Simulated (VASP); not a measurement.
Write the native input for VASP 6.6.1 that does the following.

```
Task                   : electric field gradients
Functional             : PBE
Potentials or basis    : VASP PAW PBE potentials, release 64 (Ti_sv, C)
Cutoff                 : 520 eV
k mesh                 : 16 × 16 × 16
Occupations            : fermi-dirac, width 0.03 eV
Spin                   : no spin polarisation
Dipole correction      : no
Further INCAR settings : ALGO = Normal; EDIFF = 1e-08; NBANDS = 15
```

The structure of TiC lies in POSCAR:

```
TiC
1.0
    0.0000000000      2.1640000000      2.1640000000
    2.1640000000      0.0000000000      2.1640000000
    2.1640000000      2.1640000000      0.0000000000
Ti C
1 1
Direct
    0.0000000000      0.0000000000      0.0000000000
    0.5000000000      0.5000000000      0.5000000000
```

These files were run (other wordings do the same):

INCAR

```
  ALGO = Normal
  EDIFF = 1E-8
  ENCUT = 520
  GGA = PE
  ISIF = 2
  ISMEAR = -1
  LASPH = True
  LCHARG = False
  LEFG = True
  LREAL = False
  LWAVE = False
  NBANDS = 15
  NELM = 80
  PREC = Accurate
  SIGMA = 0.03
```

KPOINTS

```
k-points
0
Gamma
  16 16 16
```

Potentials or basis: VASP PAW PBE potentials, release 64 (Ti_sv, C).

The run is started by

```sh
$ cat potpaw_PBE.64/Ti_sv/POTCAR potpaw_PBE.64/C/POTCAR > POTCAR
$ mpirun -np 1 vasp_std > vasp.out
```

It gave:

```
Pressure               : 1.1 GPa
Band gap on the k mesh : zero (band 8 reaches 10.13 eV, above the bottom of band 9 at 9.04 eV)
```

Caveat: without QUAD_EFG the Cq values of the log hold for a quadrupole moment of 1 mb, not for the nuclei.

Run time: 40 s on 1 thread of Intel(R) Xeon(R) Platinum 8259CL CPU @ 2.50GHz (Skylake/Cascade Lake), with other jobs on the host, peak memory 0.17 GiB.
